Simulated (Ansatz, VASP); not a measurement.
AgCl: VASP beside Ansatz

INCAR

```
  ALGO = Normal
  EDIFF = 1E-7
  ENCUT = 520
  GGA = PE
  ISIF = 2
  ISMEAR = 1
  LASPH = T
  LCHARG = F
  LREAL = F
  LWAVE = F
  NBANDS = 16
  NELM = 60
  PREC = Accurate
  SIGMA = 0.001
```

The input KPOINTS:

```
k-points
0
Gamma
  6 6 6
```

Contents of POSCAR:

```
AgCl
1.0
    0.0000000000      2.7731838142      2.7731838142
    2.7731838142      0.0000000000      2.7731838142
    2.7731838142      2.7731838142      0.0000000000
Ag Cl
1 1
Direct
    0.0000000000      0.0000000000      0.0000000000
    0.5000000000      0.5000000000      0.5000000000
```

Input for Ansatz:

```yaml
crystal:
  lattice:
    - [0.0, 2.7731838142, 2.7731838142]
    - [2.7731838142, 0.0, 2.7731838142]
    - [2.7731838142, 2.7731838142, 0.0]
  atoms:
    - { symbol: Ag, position: [0.0, 0.0, 0.0] }
    - { symbol: Cl, position: [0.5, 0.5, 0.5] }
kpoints:
  mp_grid: { grid: [6, 6, 6] }
hamiltonian:
  xc: pbe
scf:
  occupations: { method: methfessel_paxton, width: 0.001 }
  n_extra_bands: 4
output:
  forces: true
  stress: true
  eigenvalues: true
```

Alike in both runs: task single point; functional PBE; k mesh 6 × 6 × 6; occupations methfessel-paxton of order 1, width 0.001 eV; no spin polarisation.

|  | VASP | Ansatz |
| --- | --- | --- |
| version | VASP 6.6.1 | Ansatz 0.2.0 |
| potentials or method | VASP PAW PBE potentials, release 64 (Ag, Cl) | plane waves |
| plane-wave cutoff (eV) | 520 | 420 |
| valence electrons in the cell | 18 | 26 |

|  | VASP | Ansatz | Ansatz less VASP |
| --- | --- | --- | --- |
| gap on the k mesh at the Fermi level (eV) | 0.91 | 0.91 | +0.002 |
| pressure (GPa) | 1.5 | 1.6 | +0.14 |

VASP's potentials hold 18 valence electrons a cell and Ansatz's 26, so a difference there can come from the potentials and not from the codes.
